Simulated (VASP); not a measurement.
# Zn2As2Se (P-3m1) in VASP: single point with r2SCAN

Aim: the single point of Zn2As2Se with r2SCAN.

All numbers are computed with VASP 6.6.1; they aren't measurements. Logs are shortened: lines on timing, memory, paths and dates and some standing lists are left out, and cuts for length are marked.

## Step 1: The cell of the first run

The structure is trigonal, space group P-3m1 (No. 164). The conventional cell has a = 4.019 Å, b = 4.019 Å, c = 7.090 Å, α = 90.00°, β = 90.00°, γ = 120.00°. As (site symmetry 3m) has 4 Zn at 2.57 to 2.60 Å and 3 Se at 2.87 Å within 3.4 Å. Within 3.8 Å of Se (site symmetry -3m) lie 6 As at 2.87 Å and 6 Zn at 3.63 Å. Within 3.4 Å of Zn (site symmetry 3m) lie 4 As at 2.57 to 2.60 Å and 3 Zn at 2.77 Å.

## Step 2: Single point, r2SCAN

POSCAR

```
Zn2As2Se
1.0
    4.0188286760     -0.0000002771      0.0000000000
   -2.0094140980      3.4804078654      0.0000000000
    0.0000000000      0.0000000000      7.0897415378
As Se Zn
2 1 2
Direct
    0.3333333333      0.6666666667      0.2394193326
    0.6666666667      0.3333333333      0.7605806674
    0.0000000000      0.0000000000      0.0000000000
    0.3333333333      0.6666666667      0.6062122497
    0.6666666667      0.3333333333      0.3937877503
```

INCAR.step1

```
SYSTEM = Zn2As2Se
PREC = Accurate ; ENCUT = 520
ISMEAR = -1 ; SIGMA = 0.0943
LREAL = .FALSE. ; LASPH = .TRUE.
NELM = 60 ; NBANDS = 28
GGA = PE ; ALGO = Normal
EDIFF = 1E-4 ; LWAVE = .TRUE.
LCHARG = .FALSE.
```

INCAR.step2

```
SYSTEM = Zn2As2Se
PREC = Accurate ; ENCUT = 520
EDIFF = 1E-6 ; ISMEAR = -1
SIGMA = 0.0943 ; LREAL = .FALSE.
LASPH = .TRUE. ; NELM = 60
ALGO = Normal ; ISIF = 2
LWAVE = .FALSE. ; LCHARG = .FALSE.
METAGGA = R2SCAN ; LMIXTAU = .TRUE.
NBANDS = 28 ; ISTART = 1
```

KPOINTS

```
Automatic mesh
0
G
  8 8 5
  0 0 0
```

Potentials or basis: VASP PAW PBE potentials, release 64 (As, Se, Zn).

The run is started by

```sh
$ cat potpaw_PBE.64/As/POTCAR potpaw_PBE.64/Se/POTCAR potpaw_PBE.64/Zn/POTCAR > POTCAR
$ cp INCAR.step1 INCAR
$ mpirun -np 1 vasp_std > vasp.out
$ cp INCAR.step2 INCAR
$ mpirun -np 1 vasp_std > vasp.out
```

OUTCAR:

```text
SYSTEM = Zn2As2Se
   PREC = Accurate
   ENCUT = 520
   EDIFF = 1E-6
   ISMEAR = -1
   LREAL = .FALSE.
   LASPH = .TRUE.
   NELM = 60
   ISIF = 2
   METAGGA = R2SCAN
   ISTART = 1

 ion  position               nearest neighbor table
   1  0.333  0.667  0.239-   5 2.57   5 2.57   5 2.57   4 2.60
   2  0.667  0.333  0.761-   4 2.57   4 2.57   4 2.57   5 2.60
   3  0.000  0.000  0.000-
   4  0.333  0.667  0.606-   2 2.57   2 2.57   2 2.57   1 2.60   5 2.77   5 2.77   5 2.77
   5  0.667  0.333  0.394-   1 2.57   1 2.57   1 2.57   2 2.60   4 2.77   4 2.77   4 2.77

  LATTYP: Found a hexagonal cell.
 ALAT       =     4.0188286760
 C/A-ratio  =     1.7641313202

  Lattice vectors:

 A1 = (   4.0188286760,  -0.0000002771,   0.0000000000)
 A2 = (  -2.0094140980,   3.4804078654,   0.0000000000)
 A3 = (   0.0000000000,   0.0000000000,   7.0897415378)

Analysis of symmetry for initial positions (statically):
=====================================================================
 Subroutine PRICEL returns:
 Original cell was already a primitive cell.

 Routine SETGRP: Setting up the symmetry group for a
 hexagonal supercell.

 Subroutine GETGRP returns: Found 12 space group operations
 (whereof 12 operations were pure point group operations)
 out of a pool of 24 trial point group operations.

The static configuration has the point symmetry D_3d.

Analysis of symmetry for dynamics (positions and initial velocities):
=====================================================================
 Subroutine PRICEL returns:
 Original cell was already a primitive cell.

 Routine SETGRP: Setting up the symmetry group for a
 hexagonal supercell.

 Subroutine GETGRP returns: Found 12 space group operations
 (whereof 12 operations were pure point group operations)
 out of a pool of 24 trial point group operations.

The dynamic configuration has the point symmetry D_3d.

 Subroutine INISYM returns: Found 12 space group operations
 (whereof 12 operations are pure point group operations),
 and found     1 'primitive' translations

----------------------------------------------------------------------------------------

                                     Primitive cell

  volume of cell :      99.1654

  direct lattice vectors                    reciprocal lattice vectors
     4.018828676 -0.000000277  0.000000000     0.248828731  0.143661312  0.000000000
    -2.009414098  3.480407865  0.000000000     0.000000020  0.287322658  0.000000000
     0.000000000  0.000000000  7.089741538     0.000000000  0.000000000  0.141048865

  length of vectors
     4.018828676  4.018828676  7.089741538     0.287322658  0.287322658  0.141048865

  position of ions in fractional coordinates (direct lattice)
     0.333333333  0.666666667  0.239419333
     0.666666667  0.333333333  0.760580667
     0.000000000  0.000000000  0.000000000
     0.333333333  0.666666667  0.606212250
     0.666666667  0.333333333  0.393787750

  ion indices of the primitive-cell ions
   primitive index   ion index
                 1           1
                 2           2
                 3           3
                 4           4
                 5           5

----------------------------------------------------------------------------------------

 KPOINTS: Automatic mesh

Automatic generation of k-mesh.
 Grid dimensions read from file:
 generate k-points for:    8    8    5

 Generating k-lattice:

  Cartesian coordinates                     Fractional coordinates (reciprocal lattice)
     0.031103591  0.017957664  0.000000000     0.125000000  0.000000000  0.000000000
     0.000000002  0.035915332  0.000000000    -0.000000000  0.125000000  0.000000000
     0.000000000  0.000000000  0.028209773     0.000000000  0.000000000  0.200000000

  Length of vectors
     0.035915332  0.035915332  0.028209773

  Shift w.r.t. Gamma in fractional coordinates (k-lattice)
     0.000000000  0.000000000  0.000000000

 Subroutine IBZKPT returns following result:
 ===========================================

 Found     40 irreducible k-points:

 Following reciprocal coordinates:
            Coordinates               Weight
  0.000000  0.000000  0.000000      1.000000
  0.125000  0.000000  0.000000      6.000000
  0.250000  0.000000  0.000000      6.000000
  0.375000  0.000000  0.000000      6.000000
  0.500000  0.000000  0.000000      3.000000
  0.125000  0.125000  0.000000      6.000000
[... 16 lines left out ...]
 -0.125000  0.500000  0.200000     12.000000
  0.250000  0.250000  0.200000     12.000000
 [... further k-points ...]
   k-points           NKPTS =     40   k-points in BZ     NKDIM =     40   number of bands    NBANDS=     28
   number of dos      NEDOS =    301   number of ions     NIONS =      5
   total plane-waves  NPLWV =  48600
   dimension x,y,z NGX =    30 NGY =   30 NGZ =   54
   dimension x,y,z NGXF=    60 NGYF=   60 NGZF=  108
   ions per type =               2   1   2
   NGX,Y,Z   is equivalent  to a cutoff of  12.41, 12.41, 12.66 a.u.
   NGXF,Y,Z  is equivalent  to a cutoff of  24.82, 24.82, 25.32 a.u.
 SYSTEM =  Zn2As2Se
   PREC   = accura    normal or accurate (medium, high low for compatibility)
   ISTART =      1    job   : 0-new  1-cont  2-samecut
   ICHARG =      0    charge: 1-file 2-atom 10-const
   ISPIN  =      1    spin polarized calculation?
   LNONCOLLINEAR =      F non collinear calculations
   LSORBIT =      F    spin-orbit coupling
   LASPH  =      T    aspherical Exc in radial PAW
   ENCUT  =  520.0 eV  38.22 Ry    6.18 a.u.   7.47  7.47 13.18*2*pi/ulx,y,z
   NELM   =     60;   NELMIN=  2; NELMDL=  0     # of ELM steps
   EDIFF  = 0.1E-05   stopping-criterion for ELM
   LREAL  =      F    real-space projection
   EDIFFG = 0.1E-04   stopping-criterion for IOM
   NSW    =      0    number of steps for IOM
   IBRION =     -1    ionic relax: 0-MD 1-quasi-New 2-CG
   NFREE  =      0    steps in history (QN), initial steepest desc. (CG)
   ISIF   =      2    stress and relaxation
   ISYM   =      2    0-nonsym 1-usesym 2-fastsym
   POTIM  = 0.5000    time-step for ionic-motion
   TEBEG  =    0.0;   TEEND  =   0.0 temperature during run
   PSTRESS=    0.0 pullay stress
   NELECT =      40.0000    total number of electrons
   NUPDOWN=      -1.0000    fix difference up-down
   EMIN   =  10.00;   EMAX   =-10.00  energy-range for DOS
   EFERMI =   0.00;   METHOD = LEGACY
   ISMEAR =    -1;   SIGMA  =   0.09  broadening in eV -4-tet -1-fermi 0-gaus
   EFERMI_NEDOS =   21; number of points for ismear=-14 and -15
   IALGO  =     38    algorithm
   IMIX   =      4    mixing-type and parameters
     AMIX     =   0.40;   BMIX     =  1.00
     AMIX_MAG =   1.60;   BMIX_MAG =  1.00
  volume/ion in A,a.u.               =      19.83       133.84
  Fermi-wavevector in a.u.,A,eV,Ry     =   1.209599  2.285811 19.907095  1.463130
  Thomas-Fermi vector in A             =   2.345172
   LORBIT       =      0    0 simple, 1 ext, 2 COOP (PROOUT), +10 PAW based schemes
   METAGGA = R2SCAN    functional components
   LHFCALC =     F    Hartree Fock is set to
   AEXX    =    0.0000 exact exchange contribution
   IVDW    =     0    specifies the selected vdW correction
   LEPSILON=     F    determine dielectric tensor
   LRPA    =     F    only Hartree local field effects (RPA)
 non-spin polarized calculation
  energy-cutoff  :      520.00
  volume of cell :       99.17
 maximum number of plane-waves:      2689
 NGX is ok and might be reduce to    30
   NGX = 15   NGY = 15   NGZ = 27

 number of electron      40.0000029 magnetization

 Free energy of the ion-electron system (eV)
  ---------------------------------------------------
  ext. energy  EPLUGINS =         0.00000000
  ---------------------------------------------------
  free energy    TOTEN  =       -60.86921340 eV

  energy without entropy =      -60.80111046  energy(sigma->0) =      -60.83516193

 E-fermi :   3.7811     XC(G=0): -10.8797

 val. band max:        3.7718964171   @ k =   0.3750   0.0000   0.0000
 cond. band min:       3.8043094217   @ k =   0.0000   0.3750   0.2000
 fundamental gap:      0.0324130046
 Fermi energy:         3.7811177621

 k-point     1 :       0.0000    0.0000    0.0000
  band No.  band energies     occupation
      1     -11.3735      2.00000
      2      -8.2542      2.00000
      3      -7.5267      2.00000
      4      -4.0772      2.00000
      5      -4.0772      2.00000
      6      -4.0511      2.00000
[... 20 lines left out ...]
     27       8.6254      0.00000
     28       9.9591      0.00000

 k-point     2 :       0.1250    0.0000    0.0000
  band No.  band energies     occupation
      1     -11.2402      2.00000
      2      -8.1560      2.00000
      3      -7.5084      2.00000
      4      -4.1035      2.00000
      5      -4.0658      2.00000
      6      -4.0526      2.00000
[... 20 lines left out ...]
     27       8.8351      0.00000
     28      10.2260      0.00000

 k-point     3 :       0.2500    0.0000    0.0000
  band No.  band energies     occupation
      1     -10.8671      2.00000
      2      -7.9253      2.00000
      3      -7.5131      2.00000
      4      -4.1364      2.00000
      5      -4.0276      2.00000
      6      -4.0002      2.00000
[... 20 lines left out ...]
     27       9.5404      0.00000
     28      10.9397      0.00000

 k-point     4 :       0.3750    0.0000    0.0000
  band No.  band energies     occupation
      1     -10.3674      2.00000
      2      -7.9338      2.00000
      3      -7.4284      2.00000
      4      -4.1251      2.00000
      5      -3.9882      2.00000
      6      -3.9102      2.00000
[... 20 lines left out ...]
     27      10.3292      0.00000
     28      11.6559      0.00000

 k-point     5 :       0.5000    0.0000    0.0000
  band No.  band energies     occupation
      1     -10.0809      2.00000
      2      -8.1152      2.00000
      3      -7.3053      2.00000
      4      -4.0875      2.00000
      5      -3.9756      2.00000
      6      -3.9027      2.00000
[... 20 lines left out ...]
     27      10.7432      0.00000
     28      11.0172      0.00000

 k-point     6 :       0.1250    0.1250    0.0000
  band No.  band energies     occupation
      1     -10.9862      2.00000
      2      -7.9832      2.00000
      3      -7.5101      2.00000
      4      -4.1011      2.00000
      5      -4.0885      2.00000
      6      -3.9995      2.00000
[... 463 lines left out ...]
      5      -4.0180      2.00000
      6      -3.9652      2.00000
[... 20 lines left out ...]
     27      10.2924      0.00000
     28      10.8926      0.00000

 k-point    22 :       0.3750    0.1250    0.2000
  band No.  band energies     occupation
      1     -10.0957      2.00000
      2      -8.0248      2.00000
      3      -7.3797      2.00000
      4      -4.0185      2.00000
      5      -3.9803      2.00000
      6      -3.9192      2.00000
[... 20 lines left out ...]
     27      10.2201      0.00000
     28      12.3281      0.00000

 k-point    23 :      -0.1250    0.5000    0.2000
  band No.  band energies     occupation
      1     -10.1015      2.00000
      2      -7.8674      2.00000
      3      -7.5676      2.00000
      4      -4.0585      2.00000
      5      -3.9768      2.00000
      6      -3.9247      2.00000
[... 20 lines left out ...]
     27      10.6610      0.00000
     28      12.6344      0.00000

 k-point    24 :       0.2500    0.2500    0.2000
  band No.  band energies     occupation
      1     -10.1175      2.00000
      2      -7.8244      2.00000
      3      -7.5702      2.00000
      4      -4.0247      2.00000
      5      -3.9891      2.00000
      6      -3.9413      2.00000
[... 20 lines left out ...]
     27      10.7778      0.00000
     28      10.8354      0.00000

 [... further k-points ...]
[... 5 lines left out ...]
  --------------------------------------------------------------------------------------
  -------------------------------------------------------------------------------------
  Total        0.0560853      0.0560853      0.0878109      0.0000000     -0.0000000      0.0000000
  in kB        0.9061494      0.9061494      1.4187272      0.0000000     -0.0000000      0.0000000
  external PRESSURE =       1.0770087 kB  Pullay stress =       0.0000000 kB

 VOLUME and BASIS-vectors are now :
 -----------------------------------------------------------------------------
  energy-cutoff  :      520.00
  volume of cell :       99.17
      direct lattice vectors                 reciprocal lattice vectors
     4.018828676 -0.000000277  0.000000000     0.248828731  0.143661312  0.000000000
    -2.009414098  3.480407865  0.000000000     0.000000020  0.287322658  0.000000000
     0.000000000  0.000000000  7.089741538     0.000000000  0.000000000  0.141048865

 POSITION                                       TOTAL-FORCE (eV/Angst)
 -----------------------------------------------------------------------------------
      0.00000      2.32027      1.69742         0.000000      0.000000     -0.012223
      2.00941      1.16014      5.39232         0.000000     -0.000000      0.012223
      0.00000      0.00000      0.00000         0.000000     -0.000000      0.000000
      0.00000      2.32027      4.29789        -0.000000      0.000000     -0.000489
      2.00941      1.16014      2.79185         0.000000     -0.000000      0.000489
 -----------------------------------------------------------------------------------
    total drift:                                0.000000     -0.000000      0.000000

  FREE ENERGIE OF THE ION-ELECTRON SYSTEM (eV)
  ---------------------------------------------------
  free  energy   TOTEN  =       -60.8692133984 eV

  energy  without entropy=      -60.8011104633  energy(sigma->0) =      -60.83516193
```

It took 12 min on 1 thread of Intel Xeon 8259CL, shared host; peak memory 0.3 GiB.

What came out:

- Free energy: -60.8692 eV
- Pressure: 0.1 GPa
- Largest force: 0.012 eV/Å
- Band gap on the k mesh: zero (bands 20 and 21 overlap by 1.57 eV)

Forces in eV/Å, atoms in the order of the input:
```
As   0.000  0.000 -0.012
As   0.000  0.000  0.012
Se   0.000  0.000  0.000
Zn   0.000  0.000  0.000
Zn   0.000  0.000  0.000
```

Levels at points of the mesh, in eV from the Fermi level:
```tsv
k point	band 18	band 19	band 20	band 21	band 22	band 23
(0.00, 0.00, 0.00)	-0.89	-0.89	0.51	1.08	1.08	3.10
(0.50, 0.00, 0.00)	-1.71	-1.37	-0.91	-0.14	1.36	2.61
```

Caveat: the PAW data sets were made with another functional, which shifts forces and pressure a little.
